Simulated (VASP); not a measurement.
**Cs2BN2: relaxation of cell and atoms with PBE**

Crystal: Cs2BN2.

```
CELL_PARAMETERS angstrom
4.29658 0.00000 0.00000
0.00000 4.29658 0.00000
0.00000 0.00000 9.31117
ATOMIC_POSITIONS crystal
Cs 0.00000 0.00000 0.71618
Cs 0.00000 0.00000 0.28382
B 0.50000 0.50000 0.50000
N 0.50000 0.50000 0.35506
N 0.50000 0.50000 0.64494
```

```
Program                : VASP 6.6.1
Task                   : relaxation of cell and atoms
Functional             : PBE
Potentials or basis    : VASP PAW PBE potentials, release 64 (Cs_sv, B, N)
Cutoff                 : 600 eV
k mesh                 : 10 × 10 × 4
Occupations            : gaussian, width 0.1 eV
Spin                   : collinear spin, ferromagnetic start
Starting moments       : [0.0, 0.0, 0.0, 0.26, 0.26] μB
Dipole correction      : no
Further INCAR settings : ALGO = Normal; EDIFF = 1e-07; IBRION = 2; EDIFFG = -0.01; NSW = 100; ISIF = 3
```

- Relaxed volume: 34.42 Å³/atom
- Relaxed cell: a = 4.299 Å, b = 4.299 Å, c = 9.313 Å, α = 90.00°, β = 90.00°, γ = 90.00°
- Space group after relaxing (to 0.05 Å): P4/mmm (No. 123)
- Energy gained by relaxing: 0.0 meV/atom
- Ionic steps: 2
- Pressure after relaxing: 0.0 GPa
- Largest force after relaxing: 0.008 eV/Å
- Band gap on the k mesh: zero (filled and empty bands overlap)
- Net moment: 1.00 μB per cell
- Site moments: Cs +0.02; B -0.06; N +0.35 μB
- Valence electrons inside the program's atomic spheres: Cs 6.57; B 2.27; N 3.68

Forces in eV/Å, atoms in the order of the input:
```
Cs   0.000  0.000  0.008
Cs   0.000  0.000 -0.008
B    0.000  0.000  0.000
N    0.000  0.000  0.001
N    0.000  0.000 -0.001
```

Final structure:
```
CELL_PARAMETERS angstrom
4.29885 0.00000 0.00000
0.00000 4.29885 0.00000
0.00000 0.00000 9.31254
ATOMIC_POSITIONS crystal
Cs 0.00000 0.00000 0.71623
Cs 0.00000 0.00000 0.28377
B 0.50000 0.50000 0.50000
N 0.50000 0.50000 0.35508
N 0.50000 0.50000 0.64492
```

Levels at points of the mesh, in eV from the Fermi level:
Spin up:
```
           k point  band 14  band 15  band 16  band 17  band 18  band 19
(0.00, 0.00, 0.00)    -2.49    -0.50    -0.50     0.90     3.41     4.01
(0.50, 0.00, 0.00)    -2.47    -1.21    -1.01     2.45     2.51     3.99
(0.50, 0.50, 0.00)    -2.71    -0.51    -0.51     3.35     3.42     3.42
(0.00, 0.00, 0.50)    -2.49    -0.50    -0.50     1.41     2.77     3.49
(0.50, 0.00, 0.50)    -2.47    -1.23    -1.01     2.69     2.95     3.73
(0.50, 0.50, 0.50)    -2.71    -0.52    -0.52     3.84     3.84     4.18
```
Spin down:
```tsv
k point	band 13	band 14	band 15	band 16	band 17	band 18
(0.00, 0.00, 0.00)	-1.99	-1.99	0.33	0.33	0.92	3.44
(0.50, 0.00, 0.00)	-2.34	-2.19	-0.50	-0.23	2.50	2.54
(0.50, 0.50, 0.00)	-2.30	-2.30	0.29	0.29	3.35	3.51
(0.00, 0.00, 0.50)	-1.99	-1.99	0.33	0.33	1.45	2.80
(0.50, 0.00, 0.50)	-2.34	-2.20	-0.52	-0.23	2.72	2.99
(0.50, 0.50, 0.50)	-2.29	-2.29	0.28	0.28	3.86	3.86
```

It took 2.1 min on 4 MPI ranks on Intel(R) Xeon(R) 6975P-C (Granite Rapids), with other jobs on the host, peak memory 0.67 GiB a rank.

Caveat: spin-orbit coupling is left out, which moves the levels of the heavy elements.
